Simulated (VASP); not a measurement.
Crystal: Sb.

```
CELL_PARAMETERS angstrom
2.18255 1.26009 3.80745
-2.18255 1.26009 3.80745
0.00000 -2.52019 3.80745
ATOMIC_POSITIONS crystal
Sb 0.76651 0.76651 0.76651
Sb 0.23349 0.23349 0.23349
```

Program: VASP 6.6.1. Alike in all runs: task single point; no spin polarisation; cell as given; k mesh 8 × 8 × 8; cutoff (eV) 520; smearing fermi-dirac 0.05 eV.

Order these runs on this cell by their pressure, lowest first.
A. level PBE exchange alone; potentials or basis VASP PAW PBE potentials, release 64 (Sb)
B. level r2SCAN; potentials or basis VASP PAW PBE potentials, release 64 (Sb)
C. level LDA; potentials or basis VASP PAW LDA potentials, release 64 (Sb)

C (-3.0 GPa), B (-0.5 GPa), A (9.7 GPa).

Caveats: the PAW data sets were made with another functional, which shifts forces and pressure a little (some runs).
